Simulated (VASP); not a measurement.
Set up this calculation in VASP 6.6.1, as the native input.

```yaml
Task: single point
Functional: PBE
Potentials_or_basis: VASP PAW PBE potentials, release 64 (B, C)
Cutoff: 520 eV
k_mesh: 6 × 6 × 6
Occupations: gaussian, width 0.1 eV
Spin: no spin polarisation
Dipole_correction: no
Further_INCAR_settings: ALGO = Normal; EDIFF = 1e-06; NBANDS = 14
```

The structure of B3C lies in POSCAR:

```
B3C
1.0
   -1.8449871737      1.8449871737      1.8449871737
    1.8449871737     -1.8449871737      1.8449871737
    1.8449871737      1.8449871737     -1.8449871737
B C
3 1
Direct
    0.0000000000      0.5000000000      0.5000000000
    0.5000000000      0.0000000000      0.5000000000
    0.5000000000      0.5000000000      0.0000000000
    0.0000000000      0.0000000000      0.0000000000
```

The input as run:

INCAR

```
SYSTEM = B3C
ALGO = Normal
EDIFF = 1E-6
ENCUT = 520
GGA = PE
ISIF = 2
ISMEAR = 0
LASPH = .True.
LCHARG = .True.
LELF = .True.
LREAL = .False.
LVHAR = .True.
LWAVE = .False.
NBANDS = 14
NELM = 80
PREC = Accurate
SIGMA = 0.1
```

KPOINTS

```
k-points
0
Gamma
  6 6 6
  0 0 0
```

Potentials or basis: VASP PAW PBE potentials, release 64 (B, C).

Command:

```bash
$ cat potpaw_PBE.64/B/POTCAR potpaw_PBE.64/C/POTCAR > POTCAR
$ mpirun -np 1 vasp_std > vasp.out
```

It gave:

The pressure is -0.1 GPa.

Caveat: the k points lie up to 0.40 Å⁻¹ apart.

Wall time 2.3 s on 1 thread of Intel(R) Xeon(R) 6975P-C (Granite Rapids), on a shared host, peak memory 0.13 GiB.
